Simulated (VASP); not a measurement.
PtSe2, 3 atoms in the cell. The cell holds a sheet with vacuum, 3 atoms: a = 3.707 Å, b = 3.707 Å, c = 28.960 Å, α = 90.00°, β = 90.00°, γ = 120.00°. 

| Item | Value |
| --- | --- |
| Program | VASP 6.6.1 |
| Task | single point |
| Functional | PBE |
| Dispersion | D3(BJ) |
| Potentials or basis | VASP PAW PBE potentials, release 64 (Pt, Se) |
| Cutoff | 520 eV |
| k mesh | 12 × 12 × 1 |
| Occupations | gaussian, width 0.03 eV |
| Spin | no spin polarisation |
| Dipole correction | yes |
| Further INCAR settings | ALGO = Normal; EDIFF = 1e-07; NBANDS = 18 |

Potentials or basis: VASP PAW PBE potentials, release 64 (Pt, Se).

The run is started by

```bash
$ cat potpaw_PBE.64/Pt/POTCAR potpaw_PBE.64/Se/POTCAR > POTCAR
$ mpirun -np 1 vasp_std > vasp.out
```

Hardware: 1 thread of Intel(R) Xeon(R) Platinum 8375C CPU @ 2.90GHz (Ice Lake), on a shared host.

How long does it take, and how much memory?

Run time: 5.5 min on 1 thread of Intel(R) Xeon(R) Platinum 8375C CPU @ 2.90GHz (Ice Lake), with other jobs on the host, peak memory 0.49 GiB. Counts: scf iterations 26, k points 19.
